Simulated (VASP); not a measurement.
Write the native input for VASP 6.6.1 that does the following.

- Task: relaxation of cell and atoms
- Functional: LDA
- Potentials or basis: VASP PAW LDA potentials, release 64 (Na_pv)
- Cutoff: 600 eV
- k mesh: 8 × 8 × 11
- Occupations: fermi-dirac, width 0.1 eV
- Spin: no spin polarisation
- Target pressure: 22 GPa
- Dipole correction: no
- Further INCAR settings: ALGO = Normal; EDIFF = 1e-06; IBRION = 2; EDIFFG = -0.005; NSW = 32; ISIF = 3

The structure of Na lies in POSCAR:

```
Na
1.0
    4.6297340373      0.0000000000      0.0000000000
   -2.3148670187      4.0094672891      0.0000000000
    0.0000000000      0.0000000000      2.7481394954
Na
3
Direct
    0.0000000000      0.0000000000      0.0000000000
    0.3333333333      0.6666666667      0.5000000000
    0.6666666667      0.3333333333      0.5000000000
```

These files were run (other wordings do the same):

INCAR

```
ALGO = Normal
EDIFF = 1E-6
EDIFFG = -0.005
ENCUT = 600
GGA = CA
IBRION = 2
ISIF = 3
ISMEAR = -1
LASPH = True
LCHARG = False
LREAL = False
LWAVE = False
NELM = 100
NSW = 32
PREC = Accurate
PSTRESS = 220.0
SIGMA = 0.1
```

KPOINTS

```
k-points
0
Gamma
  8 8 11
```

Potentials or basis: VASP PAW LDA potentials, release 64 (Na_pv).

Launch:

```bash
$ cat potpaw_LDA.64/Na_pv/POTCAR > POTCAR
$ mpirun -np 1 vasp_std > vasp.out
```

Results of the run:

The relaxed volume is 17.02 Å³/atom, the relaxed cell is a = 4.631 Å, b = 4.631 Å, c = 2.749 Å, α = 90.00°, β = 90.00°, γ = 120.00° and the space group after relaxing (to 0.05 Å) is P6/mmm (No. 191). The energy change on relaxing (the enthalpy is what falls) is -2.5 meV/atom. The ionic steps are 2. The pressure after relaxing is 22.0 GPa.

Caveat: the cell is relaxed towards a set pressure, so the enthalpy falls and the energy may rise.

Run time: 18 s on 1 thread of Intel(R) Xeon(R) 6975P-C (Granite Rapids) (shared host), peak memory 0.17 GiB.
